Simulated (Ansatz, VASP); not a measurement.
**Zn: VASP beside Ansatz**

```xyz
2
Lattice="0.0000 2.6657 2.6657 2.6657 0.0000 2.6657 2.6657 2.6657 0.0000" Properties=species:S:1:pos:R:3 pbc="T T T"
Zn   -0.5865   -0.7464   -0.7464
Zn    0.5865    0.7464    0.7464
```

Change from the starting cell: shortest bond scaled by 0.88, PAW files.

Alike in both runs: task electric field gradients; functional r2SCAN; k mesh 10 × 10 × 10; occupations fermi-dirac, width 0.05 eV; no spin polarisation.

```csv
,VASP,Ansatz
version,VASP 6.6.1,Ansatz 0.2.0
potentials or method,"VASP PAW PBE potentials, release 64 (Zn)","PAW with Ansatz's default frozen-core files, scalar-relativistic"
plane-wave cutoff (eV),520,500
valence electrons in the cell,24,24
```

```csv
,VASP,Ansatz,Ansatz less VASP
pressure (GPa),15.6,14.9,-0.72
"traceless stress, the component that is largest in VASP (GPa)",-12.00,-11.63,+0.373
rms of the force components (eV/Å),2.173,2.092,-0.0807
size of Vzz on the site where it differs most (V/Å²),44.2,27.6,-16.59
```

VASP's potentials were made for PBE, not for r2SCAN. Atom by atom the forces differ by 0.081 eV/Å (rms over components). With one functional, cell and mesh, what is left measures potentials, basis and numerics.
